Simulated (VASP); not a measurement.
# SrCl2 (Fm-3m) in VASP: single point with PBE-based screened hybrid with 15 % exact exchange

Aim: the single point of SrCl2 with PBE-based screened hybrid with 15 % exact exchange.

All numbers are computed with VASP 6.6.1; they aren't measurements. Logs are shortened: lines on timing, memory, paths and dates and some standing lists are left out, and cuts for length are marked.

## Step 1: The cell of the first run

It takes space group Fm-3m (No. 225, cubic). The conventional cell has a = 6.995 Å, b = 6.995 Å, c = 6.995 Å, α = 90.00°, β = 90.00°, γ = 90.00°. Within 4.0 Å of Sr (site symmetry m-3m) lie 8 Cl at 3.03 Å. Within 4.0 Å of Cl (site symmetry -43m) lie 4 Sr at 3.03 Å and 6 Cl at 3.50 Å.

## Step 2: Single point, PBE-based screened hybrid with 15 % exact exchange

Contents of POSCAR:

```
SrCl2
1.0
    0.0000000000      3.4977180853      3.4977180853
    3.4977180853      0.0000000000      3.4977180853
    3.4977180853      3.4977180853      0.0000000000
Sr Cl
1 2
Direct
    0.0000000000      0.0000000000      0.0000000000
    0.2500000000      0.2500000000      0.2500000000
    0.7500000000      0.7500000000      0.7500000000
```

Contents of INCAR.step1:

```
SYSTEM = SrCl2
PREC = Accurate
ENCUT = 520
EDIFF = 1E-5
ISMEAR = 0
SIGMA = 0.01
LREAL = .FALSE.
LASPH = .TRUE.
NELM = 80
ALGO = Normal
ISIF = 2
LWAVE = .TRUE.
LCHARG = .FALSE.
NBANDS = 19
GGA = PE
```

Contents of INCAR.step2:

```
SYSTEM = SrCl2
PREC = Accurate
ENCUT = 520
EDIFF = 1E-6
ISMEAR = 0
SIGMA = 0.01
LREAL = .FALSE.
LASPH = .TRUE.
NELM = 80
ALGO = Normal
ISIF = 2
LWAVE = .FALSE.
LCHARG = .FALSE.
GGA = PE
LHFCALC = .TRUE.
AEXX = 0.15
HFSCREEN = 0.5
PRECFOCK = Normal
NBANDS = 19
ISTART = 1
```

Contents of KPOINTS:

```
regular mesh
0
G
  4 4 4
  0 0 0
```

Potentials or basis: VASP PAW PBE potentials, release 64 (Sr_sv, Cl).

On the command line:

```
$ cat potpaw_PBE.64/Sr_sv/POTCAR potpaw_PBE.64/Cl/POTCAR > POTCAR
$ cp INCAR.step1 INCAR
$ mpirun -np 1 vasp_std > vasp.out
$ cp INCAR.step2 INCAR
$ mpirun -np 1 vasp_std > vasp.out
```

OUTCAR:

```text
SYSTEM = SrCl2
   PREC = Accurate
   ENCUT = 520
   EDIFF = 1E-6
   ISMEAR = 0
   LREAL = .FALSE.
   LASPH = .TRUE.
   NELM = 80
   ISIF = 2
   GGA = PE
   LHFCALC = .TRUE.
   AEXX = 0.15
   HFSCREEN = 0.5
   PRECFOCK = Normal
   ISTART = 1

 ion  position               nearest neighbor table
   1  0.000  0.000  0.000-   3 3.03   3 3.03   3 3.03   2 3.03   2 3.03   2 3.03   3 3.03   2 3.03

   2  0.250  0.250  0.250-   1 3.03   1 3.03   1 3.03   1 3.03
   3  0.750  0.750  0.750-   1 3.03   1 3.03   1 3.03   1 3.03

  LATTYP: Found a face centered cubic cell.
 ALAT       =     6.9954361706

  Lattice vectors:

 A1 = (   0.0000000000,   3.4977180853,   3.4977180853)
 A2 = (   3.4977180853,   0.0000000000,   3.4977180853)
 A3 = (   3.4977180853,   3.4977180853,   0.0000000000)

Analysis of symmetry for initial positions (statically):
=====================================================================
 Subroutine PRICEL returns:
 Original cell was already a primitive cell.

 Routine SETGRP: Setting up the symmetry group for a
 face centered cubic supercell.

 Subroutine GETGRP returns: Found 48 space group operations
 (whereof 48 operations were pure point group operations)
 out of a pool of 48 trial point group operations.

The static configuration has the point symmetry O_h .

Analysis of symmetry for dynamics (positions and initial velocities):
=====================================================================
 Subroutine PRICEL returns:
 Original cell was already a primitive cell.

 Routine SETGRP: Setting up the symmetry group for a
 face centered cubic supercell.

 Subroutine GETGRP returns: Found 48 space group operations
 (whereof 48 operations were pure point group operations)
 out of a pool of 48 trial point group operations.

The dynamic configuration has the point symmetry O_h .

 Subroutine INISYM returns: Found 48 space group operations
 (whereof 48 operations are pure point group operations),
 and found     1 'primitive' translations

----------------------------------------------------------------------------------------

[... 77 lines left out ...]
   EDIFF  = 0.1E-05   stopping-criterion for ELM
   LREAL  =      F    real-space projection
   EDIFFG = 0.1E-04   stopping-criterion for IOM
   NSW    =      0    number of steps for IOM
   IBRION =     -1    ionic relax: 0-MD 1-quasi-New 2-CG
   NFREE  =      0    steps in history (QN), initial steepest desc. (CG)
   ISIF   =      2    stress and relaxation
   ISYM   =      3    0-nonsym 1-usesym 2-fastsym
   POTIM  = 0.5000    time-step for ionic-motion
   TEBEG  =    0.0;   TEEND  =   0.0 temperature during run
   PSTRESS=    0.0 pullay stress
   NELECT =      24.0000    total number of electrons
   NUPDOWN=      -1.0000    fix difference up-down
   EMIN   =  10.00;   EMAX   =-10.00  energy-range for DOS
   EFERMI =   0.00;   METHOD = LEGACY
   ISMEAR =     0;   SIGMA  =   0.01  broadening in eV -4-tet -1-fermi 0-gaus
   EFERMI_NEDOS =   21; number of points for ismear=-14 and -15
   IALGO  =     38    algorithm
   IMIX   =      1    mixing-type and parameters
     AMIX     =   0.40;   BMIX     =  1.00
     AMIX_MAG =   1.60;   BMIX_MAG =  1.00
  volume/ion in A,a.u.               =      28.53       192.51
  Fermi-wavevector in a.u.,A,eV,Ry     =   1.071562  2.024958 15.622809  1.148244
  Thomas-Fermi vector in A             =   2.207306
   LORBIT       =      0    0 simple, 1 ext, 2 COOP (PROOUT), +10 PAW based schemes
   GGA     = PE    functional components
   LHFCALC =     T    Hartree Fock is set to
   PRECFOCK=normal    Normal, Fast or Accurate (Low or Medium for compatibility)
   ENCUT4O =  -1.0   cutoff for four orbital integrals eV
   NKREDX  =     1    reduce k-point grid by
   NKREDY  =     1    reduce k-point grid by
   NKREDZ  =     1    reduce k-point grid by
   AEXX    =    0.1500 exact exchange contribution
   HFSCREEN=    0.5000 screening length (either q_TF or 0.3 A-1)
   HFSCREENC=   0.5000 screening length for correlation (either q_TF or 0.3 A-1)
   ENCUTFOCK=  -1.0 apply spherical cutoff to Coloumb kernel
   IVDW    =     0    specifies the selected vdW correction
   LEPSILON=     F    determine dielectric tensor
   LRPA    =     F    only Hartree local field effects (RPA)
 non-spin polarized calculation
 Gauss-broadening in eV      SIGMA  =   0.01
  energy-cutoff  :      520.00
  volume of cell :       85.58
 maximum number of plane-waves:      2332
 NGX is ok and might be reduce to    40
  NGX = 28; NGY = 28; NGZ = 28

 number of electron      24.0000002 magnetization

 Free energy of the ion-electron system (eV)
  ---------------------------------------------------
  ext. energy  EPLUGINS =         0.00000000
  ---------------------------------------------------
  free energy    TOTEN  =       -13.51864523 eV

  energy without entropy =      -13.51864523  energy(sigma->0) =      -13.51864523

 E-fermi :  -0.1809     XC(G=0):  -7.6551

 val. band max:       -0.2243847008   @ k =   0.5000   0.5000   0.0000
 cond. band min:       5.4893548620   @ k =   0.0000   0.0000   0.0000
 fundamental gap:      5.7137395627
 Fermi energy:        -0.1808830396

 k-point     1 :       0.0000    0.0000    0.0000
  band No.  band energies     occupation
      1     -34.2184      2.00000
      2     -15.5091      2.00000
      3     -15.5091      2.00000
      4     -15.5091      2.00000
      5     -14.1183      2.00000
      6     -13.2593      2.00000
[... 153 lines left out ...]
      6     -13.4301      2.00000
[... 11 lines left out ...]
     18       9.7228      0.00000
     19      10.8744      0.00000

------------------------ aborting loop because EDIFF is reached ----------------------------------------

  FORCE on cell =-STRESS in cart. coord.  units (eV):
  Direction    XX          YY          ZZ          XY          YZ          ZX
  --------------------------------------------------------------------------------------
  -------------------------------------------------------------------------------------
  Total        0.2656771      0.2656771      0.2656771      0.0000000      0.0000000     -0.0000000
  in kB        4.9737073      4.9737073      4.9737073      0.0000000      0.0000000     -0.0000000
  external PRESSURE =       4.9737073 kB  Pullay stress =       0.0000000 kB

 VOLUME and BASIS-vectors are now :
 -----------------------------------------------------------------------------
  energy-cutoff  :      520.00
  volume of cell :       85.58
      direct lattice vectors                 reciprocal lattice vectors
     0.000000000  3.497718085  3.497718085    -0.142950343  0.142950343  0.142950343
     3.497718085  0.000000000  3.497718085     0.142950343 -0.142950343  0.142950343
     3.497718085  3.497718085  0.000000000     0.142950343  0.142950343 -0.142950343

 POSITION                                       TOTAL-FORCE (eV/Angst)
 -----------------------------------------------------------------------------------
      0.00000      0.00000      0.00000         0.000000     -0.000000     -0.000000
      1.74886      1.74886      1.74886        -0.000000     -0.000000     -0.000000
      5.24658      5.24658      5.24658         0.000000      0.000000      0.000000
 -----------------------------------------------------------------------------------
    total drift:                                0.000000     -0.000000      0.000000

  FREE ENERGIE OF THE ION-ELECTRON SYSTEM (eV)
  ---------------------------------------------------
  free  energy   TOTEN  =       -13.5186452339 eV

  energy  without entropy=      -13.5186452339  energy(sigma->0) =      -13.51864523
```

OSZICAR.step1:

```text
N       E                     dE             d eps       ncg     rms          rms(c)
DAV:   1     0.140311670337E+03    0.14031E+03   -0.11579E+04   304   0.114E+03
DAV:   2    -0.385902935578E+01   -0.14417E+03   -0.13997E+03   387   0.222E+02
DAV:   3    -0.127359019926E+02   -0.88769E+01   -0.88453E+01   378   0.550E+01
DAV:   4    -0.130634305183E+02   -0.32753E+00   -0.32719E+00   536   0.877E+00
DAV:   5    -0.130658692182E+02   -0.24387E-02   -0.24386E-02   402   0.786E-01    0.127E+01
DAV:   6    -0.127680842648E+02    0.29778E+00   -0.59662E-01   340   0.431E+00    0.816E+00
DAV:   7    -0.127776585563E+02   -0.95743E-02   -0.36202E-01   401   0.360E+00    0.215E+00
DAV:   8    -0.127840064269E+02   -0.63479E-02   -0.54378E-02   347   0.129E+00    0.413E-01
DAV:   9    -0.127849400772E+02   -0.93365E-03   -0.20144E-03   370   0.266E-01    0.149E-01
DAV:  10    -0.127863270229E+02   -0.13869E-02   -0.99628E-04   328   0.184E-01    0.368E-02
DAV:  11    -0.127864177120E+02   -0.90689E-04   -0.58867E-05   374   0.434E-02    0.424E-02
DAV:  12    -0.127864398480E+02   -0.22136E-04   -0.20569E-05   299   0.231E-02    0.289E-03
DAV:  13    -0.127864416790E+02   -0.18310E-05   -0.21280E-06   313   0.795E-03
   1 F= -.12786442E+02 E0= -.12786442E+02  d E =-.213978E-18
```

Wall time 24 min (1 thread of AMD EPYC 7R43 (Zen 3), shared host); peak memory 0.31 GiB.

Results:

```
Free energy            : -13.5186 eV
Pressure               : 0.5 GPa
Band gap on the k mesh : 5.71 eV (least direct gap 5.92 eV)
```

Levels at points of the mesh, in eV from the valence-band top:
```
           k point  band 8  band 9  band 10  band 11  band 12  band 13  band 14  band 15  band 16  band 17
(0.00, 0.00, 0.00)   -2.14   -2.14    -0.34    -0.34    -0.34     5.71     6.55     6.55     9.44     9.44
(0.50, 0.00, 0.00)   -1.57   -1.51    -1.33    -1.07    -1.07     7.18     7.18     7.99     8.24     9.12
(0.50, 0.50, 0.00)   -1.91   -1.91    -0.40    -0.40     0.00     5.92     7.51     8.10     8.50     8.50
```

Caveat: the structure was generated, so it needn't be the stable form of SrCl2; the PAW data sets were made with another functional, which shifts forces and pressure a little. A k mesh can miss the band edges.
